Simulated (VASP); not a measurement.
Crystal: Hf.

```
CELL_PARAMETERS angstrom
-1.81695 1.81695 1.81695
1.81695 -1.81695 1.81695
1.81695 1.81695 -1.81695
ATOMIC_POSITIONS crystal
Hf 0.00000 0.00000 0.00000
```

Program: VASP 6.6.1. Alike in all runs: task single point; no spin polarisation; cell as given; cutoff (eV) 520; smearing fermi-dirac 0.05 eV.

Order these runs on this cell by their pressure, lowest first.
A. level r2SCANh; potentials or basis VASP PAW PBE potentials, release 64 (Hf_pv); k mesh 5 × 5 × 5; grid for exact exchange (PRECFOCK) Normal
B. level LDA; potentials or basis VASP PAW LDA potentials, release 64 (Hf_pv); k mesh 10 × 10 × 10
C. level PBEsol; potentials or basis VASP PAW PBE potentials, release 64 (Hf_pv); k mesh 10 × 10 × 10

B (-13.9 GPa), C (-10.8 GPa), A (-6.7 GPa).

Caveats: some runs use coarse meshes; the PAW data sets were made with another functional, which shifts forces and pressure a little (some runs).
